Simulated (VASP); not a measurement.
HfSi2B2: single point with PBE

The system is HfSi2B2.

```
CELL_PARAMETERS angstrom
3.91475 0.00000 0.00000
-1.95738 3.39028 0.00000
0.00000 0.00000 7.61410
ATOMIC_POSITIONS crystal
Hf 0.00000 0.00000 0.00000
Si 0.00000 0.00000 0.64539
Si 0.00000 0.00000 0.35461
B 0.33333 0.66667 0.00000
B 0.66667 0.33333 0.00000
```

The cell was built from a structure type or drawn by symmetry, and may not be a known phase.

* Program: VASP 6.6.1
* Task: single point
* Functional: PBE
* Potentials or basis: VASP PAW PBE potentials, release 64 (Hf_pv, Si, B)
* Cutoff: 520 eV
* k mesh: 12 × 12 × 6
* Occupations: gaussian, width 0.1 eV
* Spin: no spin polarisation
* Dipole correction: no
* Further INCAR settings: ALGO = Normal; EDIFF = 1e-06; NBANDS = 20

```json
{"Pressure": "0.3 GPa", "Largest force": "0.022 eV/Å", "Band gap on the k mesh": "zero (bands 12 and 13 overlap by 2.93 eV)"}
```

Forces in eV/Å, atoms in the order of the input:
```
Hf   0.000  0.000  0.000
Si   0.000  0.000 -0.022
Si   0.000  0.000  0.022
B    0.000  0.000  0.000
B    0.000  0.000  0.000
```

Stress tensor (GPa, compression positive):
```
0.42 0.00 0.00
0.00 0.42 0.00
0.00 0.00 0.14
```

Levels at points of the mesh, in eV from the Fermi level:
```csv
k point,band 10,band 11,band 12,band 13,band 14,band 15
"(0.00, 0.00, 0.00)",-0.97,-0.23,1.32,1.32,1.63,1.63
"(0.50, 0.00, 0.00)",-2.39,-2.20,-0.98,0.40,0.55,0.82
"(0.00, 0.00, 0.50)",-0.23,0.84,0.84,1.06,1.73,3.06
"(0.50, 0.00, 0.50)",-1.42,-1.21,-1.05,-0.09,0.38,0.40
```

Run time: 81 s on 1 thread of Intel(R) Xeon(R) 6975P-C (Granite Rapids), on a shared host, peak memory 0.32 GiB.

Caveat: spin-orbit coupling is left out, which moves the levels of the heavy elements.
